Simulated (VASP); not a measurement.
## CdGa2O3: relaxation of cell and atoms with PBE

The system is CdGa2O3.

```
CELL_PARAMETERS angstrom
3.34443 0.00000 0.00000
0.00000 3.34443 0.00000
0.00000 0.00000 7.32976
ATOMIC_POSITIONS crystal
Cd 0.00000 0.00000 0.00000
Ga 0.00000 0.50000 0.73400
Ga 0.50000 0.00000 0.26600
O 0.50000 0.50000 0.00000
O 0.00000 0.50000 0.38200
O 0.50000 0.00000 0.61800
```

- Program: VASP 6.6.1
- Task: relaxation of cell and atoms
- Functional: PBE
- Potentials or basis: VASP PAW PBE potentials, release 64 (Cd, Ga_d, O)
- Cutoff: 600 eV
- k mesh: 6 × 6 × 4
- Occupations: gaussian, width 0.1 eV
- Spin: no spin polarisation
- Dipole correction: no
- Further INCAR settings: ALGO = Normal; EDIFF = 1e-06; IBRION = 2; EDIFFG = -0.04; NSW = 90; ISIF = 3

```
Relaxed volume                         : 14.00 Å³/atom
Relaxed cell                           : a = 3.168 Å, b = 3.168 Å, c = 8.371 Å, α = 90.00°, β = 90.00°, γ = 90.00°
Space group after relaxing (to 0.05 Å) : P-4m2 (No. 115)
Energy gained by relaxing              : 675.7 meV/atom
Ionic steps                            : 13
Pressure after relaxing                : -0.1 GPa
Largest force after relaxing           : 0.018 eV/Å
Band gap on the k mesh                 : zero (band 28 reaches 4.43 eV, above the bottom of band 29 at 2.78 eV)
```

Forces in eV/Å, atoms in the order of the input:
```
Cd   0.000  0.000  0.000
Ga   0.000  0.000 -0.009
Ga   0.000  0.000  0.009
O    0.000  0.000  0.000
O    0.000  0.000 -0.018
O    0.000  0.000  0.018
```

Stress tensor (GPa, compression positive):
```
-0.14  0.00  0.00
 0.00 -0.14  0.00
 0.00  0.00 -0.05
```

The path:
| step | energy change (eV) | largest force (eV/Å) | pressure (GPa) | volume (Å³) |
| --- | --- | --- | --- | --- |
| 1 | 0.0000 | 4.9691 | -4.29 | 81.98 |
| 2 | -2.4094 | 3.2921 | -3.92 | 77.68 |
| 3 | -3.5731 | 1.1945 | 4.66 | 73.43 |
| 4 | -3.6165 | 0.6412 | 8.88 | 72.25 |
| 5 | -3.8283 | 0.7209 | -3.34 | 80.40 |
| 6 | -3.8369 | 0.6953 | -1.68 | 78.91 |
| 7 | -3.9303 | 0.5702 | -0.19 | 79.24 |
| 8 | -3.9795 | 0.4412 | 2.24 | 79.63 |
| 9 | -4.0360 | 0.1867 | -0.58 | 83.06 |
| 10 | -4.0393 | 0.1019 | -1.38 | 84.17 |
| 11 | -4.0516 | 0.1073 | 0.56 | 83.87 |
| 12 | -4.0534 | 0.0645 | 0.04 | 83.95 |
| 13 | -4.0541 | 0.0183 | -0.11 | 84.02 |

Final structure:
```cif
data_structure
_symmetry_space_group_name_H-M 'P 1'
_symmetry_Int_Tables_number 1
_cell_length_a 3.1682
_cell_length_b 3.1682
_cell_length_c 8.3708
_cell_angle_alpha 90.000
_cell_angle_beta 90.000
_cell_angle_gamma 90.000
_cell_volume 84.02
loop_
_atom_site_label
_atom_site_type_symbol
_atom_site_fract_x
_atom_site_fract_y
_atom_site_fract_z
_atom_site_occupancy
Cd1 Cd 0.00000 0.00000 0.00000 1
Ga1 Ga 0.00000 0.50000 0.63696 1
Ga2 Ga 0.50000 0.00000 0.36304 1
O1 O 0.50000 0.50000 0.00000 1
O2 O 0.00000 0.50000 0.38956 1
O3 O 0.50000 0.00000 0.61044 1
```

Levels at points of the mesh, in eV from the Fermi level:
```
           k point  band 24  band 25  band 26  band 27  band 28  band 29  band 30  band 31  band 32  band 33
(0.00, 0.00, 0.00)    -3.67    -3.67    -3.17    -2.72    -2.72    -0.21     0.36     3.42     6.06     7.68
(0.50, 0.00, 0.00)    -3.50    -3.48    -2.01    -0.51     0.21     0.85     2.36     2.82     5.25     5.45
(0.50, 0.50, 0.00)    -5.05    -4.59    -4.59    -2.08    -0.87    -0.87     2.16     4.58     6.34     6.34
(0.00, 0.00, 0.50)    -3.67    -3.67    -2.72    -2.72    -2.04    -1.21     0.59     4.06     5.94     7.61
(0.50, 0.00, 0.50)    -3.50    -3.48    -1.88    -0.51     0.44     0.71     2.25     2.85     5.12     5.42
(0.50, 0.50, 0.50)    -5.15    -4.47    -4.47    -2.10    -0.90    -0.90     2.17     4.74     6.27     6.27
```

It took 29 min on 1 thread of Oxide Virtual Turin-like Processor (shared host), peak memory 0.24 GiB.
